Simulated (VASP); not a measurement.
Here is a VASP 6.6.1 calculation.

Contents of INCAR:

```
SYSTEM = W
  PREC = Accurate
  ENCUT = 520
  EDIFF = 1E-7
  ISMEAR = 0
  SIGMA = 0.15
  LREAL = .False.
  LASPH = .True.
  NELM = 100
  ALGO = Fast
  ISIF = 2
  LWAVE = .False.
  LCHARG = .True.
  GGA = PS
  LELF = .True.
  LVHAR = .True.
  NBANDS = 13
```

File KPOINTS:

```
regular mesh
0
Gamma
  20 20 20
  0 0 0
```

The input POSCAR:

```
W
1.0
    0.0000000000      2.0300000000      2.1010500000
    2.0300000000      0.0000000000      2.1010500000
    2.0300000000      2.0300000000      0.0000000000
W
1
Direct
    0.0000000000      0.0000000000      0.0000000000
```

Potentials or basis: VASP PAW PBE potentials, release 64 (W_sv).

Launch:

```sh
$ cat potpaw_PBE.64/W_sv/POTCAR > POTCAR
$ mpirun -np 1 vasp_std > vasp.out
```

Estimate the band gap on the k mesh.

zero (band 7 reaches 12.61 eV, above the bottom of band 8 at 9.18 eV).

Predict the pressure.

-20.2 GPa.

Stress tensor (GPa, compression positive):
```
-23.00   0.00   0.00
  0.00 -23.00   0.00
  0.00   0.00 -14.68
```

Caveat: the cell differs from its parent crystal (strain +0.0350 x Voigt [0, 0, 1, 0, 0, 0]); the PAW data sets were made with another functional, which shifts forces and pressure a little; spin-orbit coupling is left out, which moves the levels of the heavy elements.
